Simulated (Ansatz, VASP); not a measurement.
Pd: VASP beside Ansatz

```xyz
1
Lattice="-1.5723 1.5723 1.5723 1.5723 -1.5723 1.5723 1.5723 1.5723 -1.5723" Properties=species:S:1:pos:R:3 pbc="T T T"
Pd    0.0000    0.0000    0.0000
```

Alike in both runs: functional LDA; k mesh 12 × 12 × 12; occupations fermi-dirac, width 0.05 eV; no spin polarisation.

|  | VASP | Ansatz |
| --- | --- | --- |
| version | VASP 6.6.1 | Ansatz 0.2.0 |
| potentials or method | VASP PAW LDA potentials, release 64 (Pd) | Ansatz PAW |
| plane-wave cutoff (eV) | 520 | 420 |
| valence electrons in the cell | 10 | 18 |
| task | single point | band structure |

```csv
,VASP,Ansatz,Ansatz less VASP
gap on the k mesh at the Fermi level (eV),none,none,-
pressure (GPa),-15.1,-15.3,-0.20
```

LDA's correlation is that of Perdew and Zunger in VASP and of Perdew and Wang (1992) in Ansatz. A gap of «none» marks a metal or a gap that the smearing closes. VASP's potentials hold 10 valence electrons a cell and Ansatz's 18, so a difference there can come from the potentials and not from the codes.
